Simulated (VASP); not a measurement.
Here is a VASP 6.6.1 calculation.

The input INCAR:

```
PREC = Accurate ; ENCUT = 520
EDIFF = 1E-8 ; ISMEAR = -1
SIGMA = 0.02 ; LREAL = F
LASPH = T ; NELM = 60
ALGO = Normal ; ISIF = 2
LWAVE = F ; LCHARG = F
GGA = CA ; LEFG = T
NBANDS = 14
```

File KPOINTS:

```
regular mesh
0
Gamma
  8 8 8
```

Contents of POSCAR:

```
NaI
1.0
   -0.0647280000      3.2040360000      3.2040360000
    3.2040360000     -0.0647280000      3.2040360000
    3.2040360000      3.2040360000     -0.0647280000
Na I
1 1
Direct
    0.0000000000      0.0000000000      0.0000000000
    0.5000000000      0.5000000000      0.5000000000
```

Potentials or basis: VASP PAW LDA potentials, release 64 (Na_pv, I).

The run is started by

```console
$ cat potpaw_LDA.64/Na_pv/POTCAR potpaw_LDA.64/I/POTCAR > POTCAR
$ mpirun -np 1 vasp_std > vasp.out
```

Problem. Estimate the pressure.

Solution. -1.6 GPa.

Problem. Predict the band gap on the k mesh.

Solution. 3.26 eV.

Stress tensor (GPa, compression positive):
```
-1.62  0.13  0.13
 0.13 -1.62  0.13
 0.13  0.13 -1.62
```

Caveat: the cell differs from its parent crystal (equal xy, yz and zx shear strains of -2 %); without QUAD_EFG the Cq values of the log hold for a quadrupole moment of 1 mb, not for the nuclei; spin-orbit coupling is left out, which moves the levels of the heavy elements.
